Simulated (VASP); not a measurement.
**Al: relaxation of the atoms with PBE**

System: Al, a slab with vacuum.

```xyz
4
Lattice="2.8568 0.0000 0.0000 0.0000 4.0401 0.0000 0.0000 0.0000 18.2851" Properties=species:S:1:pos:R:3 pbc="T T T"
Al    1.4284    2.0200    7.0000
Al    0.0000    0.0000    8.4284
Al    1.4284    2.0200    9.8568
Al    0.0000    0.0000   11.2851
```

```json
{
  "Program": "VASP 6.6.1",
  "Task": "relaxation of the atoms",
  "Functional": "PBE",
  "Potentials or basis": "VASP PAW PBE potentials, release 64 (Al)",
  "Cutoff": "520 eV",
  "k mesh": "10 × 7 × 1",
  "Occupations": "gaussian, width 0.1 eV",
  "Spin": "no spin polarisation",
  "Dipole correction": "yes",
  "Atoms held fixed (from 0)": "[0, 1]",
  "Further INCAR settings": "ALGO = Normal; EDIFF = 1e-06; IBRION = 2; EDIFFG = -0.03; NSW = 70"
}
```

- Energy gained by relaxing: 2.0 meV/atom
- Ionic steps: 3
- Band gap on the k mesh: zero (bands 6 and 7 overlap by 1.07 eV)

Step by step:
| step | energy change (eV) | largest force on free atoms (eV/Å) | pressure (GPa) |
| --- | --- | --- | --- |
| 1 | 0.0000 | 0.2238 | -1.24 |
| 2 | -0.0033 | 0.1696 | -1.23 |
| 3 | -0.0080 | 0.0133 | -1.19 |

Final structure:
```
Al
1.0
     2.85676    0.00000    0.00000
     0.00000    4.04007    0.00000
     0.00000    0.00000   18.28514
Al
4
Direct
  0.50000 0.50000 0.38282
  0.00000 0.00000 0.46094
  0.50000 0.50000 0.54142
  0.00000 0.00000 0.61541
```

Levels at points of the mesh, in eV from the Fermi level:
```
           k point  band 4  band 5  band 6  band 7  band 8  band 9
(0.00, 0.00, 0.00)   -2.10   -1.47   -0.55    0.21    1.30    2.28
(0.50, 0.00, 0.00)   -3.39   -0.16   -0.14    2.03    2.08    2.93
```

Run time: 3.4 min on 1 thread of AMD EPYC 7R13 (shared host), peak memory 0.28 GiB.
